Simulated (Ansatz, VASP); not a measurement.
**Ge8N: VASP beside Ansatz**

```
Ge N
1.0
     5.76158    0.00000    0.00000
     0.00000   -5.76158    0.00000
     0.00000    0.00000   -5.76158
Ge N
8 1
Cartesian
  2.8808 0.0000 0.0000
  0.0000 -2.8808 0.0000
  0.0000 0.0000 -2.8808
  2.8808 -2.8808 -2.8808
  4.3212 -4.3212 -4.3212
  1.4404 -1.4404 -4.3212
  1.4404 -4.3212 -1.4404
  4.3212 -1.4404 -1.4404
  4.3212 -2.4007 -4.8013
```

Alike in both runs: task single point; functional PBE; k mesh 6 × 6 × 6; occupations gaussian, width 0.15 eV; no spin polarisation.

|  | VASP | Ansatz |
| --- | --- | --- |
| version | VASP 6.6.1 | Ansatz 0.2.0 |
| potentials or method | VASP PAW PBE potentials, release 64 (Ge_d, N), cutoff 520 eV | scalar-relativistic, plane waves, PAW |
| valence electrons in the cell | 117 | 117 |

|  | VASP | Ansatz | Ansatz less VASP |
| --- | --- | --- | --- |
| gap on the k mesh at the Fermi level (eV) | none | none | - |
| pressure (GPa) | 4.2 | 4.3 | +0.08 |
| traceless stress, the component that is largest in VASP (GPa) | -2.29 | -2.32 | -0.023 |
| rms of the force components (eV/Å) | 0.724 | 0.732 | +0.0080 |

Atom by atom the forces differ by 0.013 eV/Å (rms over components). A gap of «none» marks a metal or a gap that the smearing closes.
